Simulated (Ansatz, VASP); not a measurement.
## Ge2Sb2O: VASP beside Ansatz

```xyz
5
Lattice="-2.1919 2.1919 5.2557 2.1919 -2.1919 5.2557 2.1919 2.1919 -5.2557" Properties=species:S:1:pos:R:3 pbc="T T T"
Ge    0.0000    0.0000    6.6182
Ge    0.0000    0.0000    3.8933
Sb    0.0000    2.1919    2.6279
Sb    2.1919    0.0000    2.6279
O     0.0000    0.0000    0.0000
```

Change from the starting cell: species swapped into the TbNi2Ge2 type (I4/mmm, No. 139).

Alike in both runs: task single point; functional PBE; k mesh 6 × 6 × 6; occupations gaussian, width 0.1 eV; no spin polarisation.

|  | VASP | Ansatz |
| --- | --- | --- |
| version | VASP 6.6.1 | Ansatz 0.2.0 |
| potentials or method | VASP PAW PBE potentials, release 64 (Ge_d, Sb, O), cutoff 600 eV | scalar-relativistic, plane waves, PAW |
| valence electrons in the cell | 44 | 64 |

Ansatz gave:

```
gap on the k mesh at the Fermi level (eV)                     : none
pressure (GPa)                                                : 20.6
traceless stress, the component that is largest in VASP (GPa) : -17.13
rms of the force components (eV/Å)                            : 1.581
```

Q: Which values does VASP return?

A: gap on the k mesh at the Fermi level (eV): none; pressure (GPa): 20.7; traceless stress, the component that is largest in VASP (GPa): -17.24; rms of the force components (eV/Å): 1.592.

Atom by atom the forces differ by 0.011 eV/Å (rms over components). A gap of «none» marks a metal or a gap that the smearing closes. The functional is the same, so the differences come from potentials, cutoffs and numerics. VASP's potentials hold 44 valence electrons a cell and Ansatz's 64, so a difference there can come from the potentials and not from the codes.

Neither program's run includes spin-orbit coupling.
